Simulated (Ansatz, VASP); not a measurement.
Two plane-wave programs on BBr2

```xyz
6
Lattice="-2.4159 2.4159 5.1665 2.4159 -2.4159 5.1665 2.4159 2.4159 -5.1665" Properties=species:S:1:pos:R:3 pbc="T T T"
B     0.0000    0.0000    5.1665
B     2.4159    0.0000    2.5833
Br    0.0000    0.0000    7.6248
Br    0.0000    0.0000    2.7082
Br    2.4159    0.0000    0.1250
Br    2.4159    0.0000    5.0415
```

Alike in both runs: functional PBE; k mesh 12 × 12 × 12; occupations gaussian, width 0.1 eV; no spin polarisation.

Ansatz relaxed the structure, and its values are those at the end. VASP's run is a single point on that final structure, the one shown.

|  | VASP | Ansatz |
| --- | --- | --- |
| version | VASP 6.6.1 | Ansatz 0.2.0 |
| potentials or method | VASP PAW PBE potentials, release 64 (B, Br), cutoff 520 eV | scalar-relativistic, plane waves, PAW |
| valence electrons in the cell | 34 | 34 |

```csv
,VASP,Ansatz,Ansatz less VASP
gap on the k mesh at the Fermi level (eV),none,none,-
pressure (GPa),0.0,0.0,-0.01
```

A gap of «none» marks a metal or a gap that the smearing closes.
